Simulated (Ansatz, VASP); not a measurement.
## Ge in VASP and in Ansatz

Contents of INCAR:

```
SYSTEM = Ge
ALGO     = Normal         ! electronic algorithm
EDIFF    = 1E-6           ! SCF threshold, eV
ENCUT    = 520            ! plane-wave cutoff, eV
GGA      = PE             ! functional
ISIF     = 2              ! what is computed and relaxed
ISMEAR   = 0              ! smearing method
LASPH    = .True.         ! aspherical terms in the spheres
LCHARG   = .True.         ! write CHGCAR
LELF     = .True.         ! ELF
LREAL    = .False.        ! projectors in reciprocal space
LVHAR    = .True.       
LWAVE    = .False.        ! write WAVECAR
NBANDS   = 36             ! bands
NELM     = 60             ! most SCF steps
PREC     = Accurate       ! precision mode
SIGMA    = 0.03           ! smearing width, eV
```

File KPOINTS:

```
k-points
0
Gamma
  8 8 4
  0 0 0
```

The input POSCAR:

```
Ge
1.0
    3.9975858431      0.0000000000      0.0000000000
   -1.9987929216      3.4620108940      0.0000000000
    0.0000000000      0.0000000000      6.5993779500
Ge
4
Direct
    0.3333333333      0.6666666667      0.9370987500
    0.6666666667      0.3333333333      0.4370987500
    0.3333333333      0.6666666667      0.5629012500
    0.6666666667      0.3333333333      0.0629012500
```

Contents of input.yaml:

```yaml
crystal:
  lattice:
    - [3.9975858431, 0.0, 0.0]
    - [-1.9987929216, 3.462010894, 0.0]
    - [0.0, 0.0, 6.59937795]
  atoms:
    - { symbol: Ge, position: [0.3333333333, 0.6666666667, 0.93709875] }
    - { symbol: Ge, position: [0.6666666667, 0.3333333333, 0.43709875] }
    - { symbol: Ge, position: [0.3333333333, 0.6666666667, 0.56290125] }
    - { symbol: Ge, position: [0.6666666667, 0.3333333333, 0.06290125] }
hamiltonian:
  xc: pbe
  pseudopotentials: { kind: paw }
kpoints:
  mp_grid: { grid: [8, 8, 4] }
scf:
  occupations: { method: gaussian, width: 0.03 }
output:
  forces: true
  stress: true
  eigenvalues: true
```

Alike in both runs: task single point; functional PBE; k mesh 8 × 8 × 4; occupations gaussian, width 0.03 eV; no spin polarisation.

|  | VASP | Ansatz |
| --- | --- | --- |
| version | VASP 6.6.1 | Ansatz 0.2.0 |
| potentials or method | VASP PAW PBE potentials, release 64 (Ge_d) | Ansatz PAW |
| plane-wave cutoff (eV) | 520 | 420 |
| valence electrons in the cell | 56 | 56 |

|  | VASP | Ansatz | Ansatz less VASP |
| --- | --- | --- | --- |
| gap on the k mesh at the Fermi level (eV) | 0.12 | 0.13 | +0.005 |
| least direct gap on the mesh (eV) | 0.12 | 0.13 | +0.005 |
| pressure (GPa) | 2.9 | 3.0 | +0.10 |
| traceless stress, the component that is largest in VASP (GPa) | -0.15 | -0.15 | -0.002 |
| rms of the force components (eV/Å) | 0.011 | 0.011 | -0.0001 |

Atom by atom the forces differ by 0.000 eV/Å (rms over components).
